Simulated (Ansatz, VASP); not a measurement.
La4Ag3Sb8Au in VASP and in Ansatz

```
CELL_PARAMETERS angstrom
4.38086 -4.38086 0.00000
4.38086 4.38086 0.00000
0.00000 0.00000 10.61193
ATOMIC_POSITIONS crystal
La 0.75143 0.24857 0.25687
La 0.24857 0.75143 0.25687
La 0.24857 0.24857 0.74313
La 0.75143 0.75143 0.74313
Au 0.00000 0.00000 0.00000
Ag 0.50000 0.50000 0.00000
Ag 0.00000 0.50000 0.00000
Ag 0.50000 0.00000 0.00000
Sb 0.74993 0.25007 0.82918
Sb 0.25007 0.74993 0.82918
Sb 0.25007 0.25007 0.17082
Sb 0.74993 0.74993 0.17082
Sb 0.00000 0.00000 0.50000
Sb 0.50000 0.50000 0.50000
Sb 0.00000 0.50000 0.50000
Sb 0.50000 0.00000 0.50000
```

Alike in both runs: functional PBEsol; k mesh 6 × 6 × 4; occupations gaussian, width 0.1 eV; no spin polarisation.

Ansatz relaxed the structure, and its values are those at the end. VASP's run is a single point on that final structure, the one shown.

|  | VASP | Ansatz |
| --- | --- | --- |
| version | VASP 6.6.1 | Ansatz 0.2.0 |
| potentials or method | VASP PAW PBE potentials, release 64 (La, Au, Ag, Sb), cutoff 520 eV | scalar-relativistic, plane waves, PAW |
| valence electrons in the cell | 128 | 240 |

```tsv
	VASP	Ansatz	Ansatz less VASP
gap on the k mesh at the Fermi level (eV)	none	none	-
pressure (GPa)	0.0	0.0	+0.04
```

VASP's potentials were made for PBE, not for PBEsol. A gap of «none» marks a metal or a gap that the smearing closes. With one functional, cell and mesh, what is left measures potentials, basis and numerics. VASP's potentials hold 128 valence electrons a cell and Ansatz's 240, so a difference there can come from the potentials and not from the codes.

Spin-orbit coupling is off throughout.
